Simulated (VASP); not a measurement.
Runs of VASP 6.6.1 on Pt. The structure is that of space group P6_3/mmc (No. 194), or close to it. The cells are those of the table. 

```tsv
task	level	cell	k mesh	cutoff (eV)	gap on the mesh (eV)	pressure (GPa)
single point	PBE	a = 2.710, b = 2.710, c = 4.656 Å, angles 90.0, 90.0, 120.0°, 2 atoms	18 × 18 × 10	520	none	17.1
relaxation of shape and atoms at fixed volume	PBE	relaxed from a = 2.681, b = 2.681, c = 4.605 Å, angles 90.0, 90.0, 120.0°, 2 atoms	18 × 18 × 10	600	none	28.9
single point	PBE	a = 2.761, b = 2.761, c = 4.792 Å, angles 90.0, 90.0, 120.0°, 2 atoms	9 × 9 × 4	500	none	(a)
single point	RPBE	a = 2.780, b = 2.780, c = 4.848 Å, angles 90.0, 90.0, 120.0°, 2 atoms	18 × 18 × 10	520	none	-3.0
single point	PBE	a = 2.780, b = 2.780, c = 4.848 Å, angles 90.0, 90.0, 120.0°, 2 atoms	18 × 18 × 10	520	none	-7.0
```

Alike in all rows: potentials or basis VASP PAW PBE potentials, release 64 (Pt); no spin polarisation; smearing gaussian 0.1 eV.

Problem. Fill in the values left out.

Solution. (a) -1.3.

Caveats: spin-orbit coupling is left out, which moves the levels of the heavy elements; the PAW data sets were made with another functional, which shifts forces and pressure a little (some runs).

A k mesh can miss the band edges, and the runs leave out spin-orbit coupling on Pt.

A gap of «none» marks levels without a gap at the run's occupations.
